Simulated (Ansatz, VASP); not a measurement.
**Two plane-wave programs on Rh**

```
Rh
1.0
     0.00000    2.64786    2.64786
     2.64786    0.00000    2.64786
     2.64786    2.64786    0.00000
Rh
2
Direct
  0.12500 0.12500 0.12500
  0.87500 0.87500 0.87500
```

Alike in both runs: task relaxation of cell and atoms; functional BLYP; k mesh 10 × 10 × 10; occupations fermi-dirac, width 0.1 eV; no spin polarisation.

```csv
,VASP,Ansatz
version,VASP 6.6.1,Ansatz 0.2.0
potentials or method,"VASP PAW PBE potentials, release 64 (Rh_pv), cutoff 600 eV","plane waves (420 eV) with PAW, scalar-relativistic"
valence electrons in the cell,30,34
```

```tsv
	VASP	Ansatz	Ansatz less VASP
relaxed volume (Å³/atom)	22.22	22.14	-0.082
relaxed cell length with the largest relative difference (Å)	3.976	3.971	-0.0049
```

VASP's potentials were made for PBE, not for BLYP. VASP's potentials hold 30 valence electrons a cell and Ansatz's 34, so a difference there can come from the potentials and not from the codes.

Noted on VASP's run: the volume moved by over 15 % at a fixed basis, so the end points are rough.
